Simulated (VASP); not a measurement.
# SiC (Moissanite): single point with LDA

The system is SiC (Moissanite).

```
Si C
1.0
     3.05536    0.00000    0.00000
    -1.52768    2.64602    0.00000
     0.00000    0.00000    5.01412
Si C
2 2
Direct
  0.66667 0.33333 0.50000
  0.33333 0.66667 0.00000
  0.66667 0.33333 0.88500
  0.33333 0.66667 0.38500
```

| Property | Result |
| --- | --- |
| Program | VASP 6.6.1 |
| Task | single point |
| Functional | LDA |
| Potentials or basis | VASP PAW LDA potentials, release 64 (Si, C) |
| Cutoff | 520 eV |
| k mesh | 10 × 10 × 5 |
| Occupations | fermi-dirac, width 0.05 eV |
| Spin | no spin polarisation |

```
Pressure               : 0.9 GPa
Largest force          : 0.766 eV/Å
Band gap on the k mesh : 2.32 eV, indirect (least direct gap 4.02 eV)
```

Forces in eV/Å, atoms in the order of the input:
```
Si   0.000  0.000  0.766
Si   0.000  0.000  0.766
C    0.000  0.000 -0.766
C    0.000  0.000 -0.766
```

Stress tensor (GPa, compression positive):
```
 2.64  0.00  0.00
 0.00  2.64  0.00
 0.00  0.00 -2.46
```

Levels at points of the mesh, in eV from the valence-band top:
```
           k point  band 5  band 6  band 7  band 8  band 9  band 10  band 11  band 12
(0.00, 0.00, 0.00)   -1.56   -0.27   -0.27    0.00    4.76     6.24     6.52     6.52
(0.50, 0.00, 0.00)   -5.51   -3.58   -3.35   -1.49    2.53     4.14     6.83     7.19
```

Run time: 26 s on 1 thread of Intel Xeon 8259CL (shared host), peak memory 0.15 GiB.

A k mesh can miss the band edges. LDA gaps usually lie below the measured ones, often by a third to a half.
